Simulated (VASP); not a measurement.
A run of VASP 6.6.1 is set up as follows.

The input POSCAR:

```
Cu3Pt
1.0
    3.6834260767      0.0000000000      0.0000000000
    0.0000000000      3.6834260767      0.0000000000
    0.0000000000      0.0000000000      3.6834260767
Cu Pt
3 1
Direct
    0.0000000000      0.5000000000      0.5000000000
    0.5000000000      0.0000000000      0.5000000000
    0.5000000000      0.5000000000      0.0000000000
    0.0000000000      0.0000000000      0.0000000000
```

INCAR.step1

```
ALGO = Normal
EDIFF = 1E-4
ENCUT = 520
GGA = PE
ISMEAR = 0
LASPH = True
LCHARG = False
LREAL = False
LWAVE = True
NBANDS = 30
NELM = 100
PREC = Accurate
SIGMA = 0.1
```

File INCAR.step2:

```
ALGO = Normal
EDIFF = 1E-6
ENCUT = 520
ISIF = 2
ISMEAR = 0
ISTART = 1
LASPH = True
LCHARG = False
LMIXTAU = True
LREAL = False
LWAVE = False
METAGGA = R2SCAN
NBANDS = 30
NELM = 100
PREC = Accurate
SIGMA = 0.1
```

Contents of KPOINTS:

```
k-points
0
Gamma
  12 12 12
```

Potentials or basis: VASP PAW PBE potentials, release 64 (Cu, Pt).

Command:

```sh
$ cat potpaw_PBE.64/Cu/POTCAR potpaw_PBE.64/Pt/POTCAR > POTCAR
$ cp INCAR.step1 INCAR
$ mpirun -np 1 vasp_std > vasp.out
$ cp INCAR.step2 INCAR
$ mpirun -np 1 vasp_std > vasp.out
```

Question: Predict the pressure.

Answer: 0.9 GPa.

Caveat: the PAW data sets were made with another functional, which shifts forces and pressure a little.
